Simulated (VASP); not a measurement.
Here is a VASP 6.6.1 calculation.

File POSCAR:

```
Ru
1.0
    2.7058000000      0.0000000000      0.0000000000
   -1.3529000000      2.3432915376      0.0000000000
    0.0000000000      0.0000000000      4.2819000000
Ru
2
Direct
    0.6666666667      0.3333333333      0.7500000000
    0.3333333333      0.6666666667      0.2500000000
```

Contents of INCAR.step1:

```
ALGO     = Normal         # electronic algorithm
EDIFF    = 1E-5           # SCF threshold, eV
ENCUT    = 520            # plane-wave cutoff, eV
GGA      = PE             # functional
ISIF     = 2              # what is computed and relaxed
ISMEAR   = -1             # smearing method
LASPH    = T              # aspherical terms in the spheres
LCHARG   = F              # write CHGCAR
LREAL    = F              # projectors in reciprocal space
LWAVE    = T              # write WAVECAR
NBANDS   = 21             # bands
NELM     = 80             # most SCF steps
PREC     = Accurate       # precision mode
SIGMA    = 0.05           # smearing width, eV
```

The input INCAR.step2:

```
AEXX     = 0.1            # exact-exchange fraction
ALGO     = Normal         # electronic algorithm
EDIFF    = 1E-6           # SCF threshold, eV
ENCUT    = 520            # plane-wave cutoff, eV
ISIF     = 2              # what is computed and relaxed
ISMEAR   = -1             # smearing method
ISTART   = 1            
LASPH    = T              # aspherical terms in the spheres
LCHARG   = F              # write CHGCAR
LHFCALC  = T              # exact exchange
LMIXTAU  = T            
LREAL    = F              # projectors in reciprocal space
LWAVE    = F              # write WAVECAR
METAGGA  = R2SCAN         # meta-GGA
NBANDS   = 21             # bands
NELM     = 80             # most SCF steps
PREC     = Accurate       # precision mode
PRECFOCK = Normal       
SIGMA    = 0.05           # smearing width, eV
```

File KPOINTS:

```
k-points
0
Gamma
  6 6 3
```

Potentials or basis: VASP PAW PBE potentials, release 64 (Ru_pv).

Command:

```console
$ cat potpaw_PBE.64/Ru_pv/POTCAR > POTCAR
$ cp INCAR.step1 INCAR
$ mpirun -np 1 vasp_std > vasp.out
$ cp INCAR.step2 INCAR
$ mpirun -np 1 vasp_std > vasp.out
```

Task: Predict the pressure.

Result: -4.6 GPa.

Task: Estimate the band gap on the k mesh.

Result: Zero (bands 14 and 15 overlap by 3.74 eV).

Stress tensor (GPa, compression positive):
```
-1.97  0.00  0.00
 0.00 -1.97  0.00
 0.00  0.00 -9.97
```

Caveat: the k points lie up to 0.49 Å⁻¹ apart, too coarse for converged energies and pressures of a metal; the PAW data sets were made with another functional, which shifts forces and pressure a little.
